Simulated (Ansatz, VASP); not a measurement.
**One calculation of MgI2, two programs**

```
Mg I
1.0
     4.15370    0.00000    0.00000
    -2.07685    3.59721    0.00000
     0.00000    0.00000    6.99924
Mg I
1 2
Cartesian
  0.0000 0.0000 0.0000
  0.0000 2.3981 5.3028
  2.0769 1.1991 1.6964
```

Change from the starting cell: zz strain of +2 %, crystal datasets.

Alike in both runs: task electric field gradients; functional PBEsol; k mesh 7 × 7 × 4; occupations fermi-dirac, width 0.03 eV; no spin polarisation.

|  | VASP | Ansatz |
| --- | --- | --- |
| version | VASP 6.6.1 | Ansatz 0.2.0 |
| potentials or method | VASP PAW PBE potentials, release 64 (Mg, I), cutoff 520 eV | all-electron PAW with datasets made for the crystal, scalar-relativistic |

|  | VASP | Ansatz | Ansatz less VASP |
| --- | --- | --- | --- |
| gap on the k mesh at the Fermi level (eV) | 3.50 | 3.52 | +0.013 |
| pressure (GPa) | -0.8 | -0.7 | +0.02 |
| traceless stress, the component that is largest in VASP (GPa) | -0.10 | -0.10 | -0.004 |
| rms of the force components (eV/Å) | 0.086 | 0.085 | -0.0017 |
| size of Vzz on the site where it differs most (V/Å²) | 31.0 | 32.1 | +1.02 |

VASP's potentials were made for PBE, not for PBEsol. Atom by atom the forces differ by 0.002 eV/Å (rms over components). Ansatz ran all-electron here, and VASP with PAW potentials.

Spin-orbit coupling is off throughout.
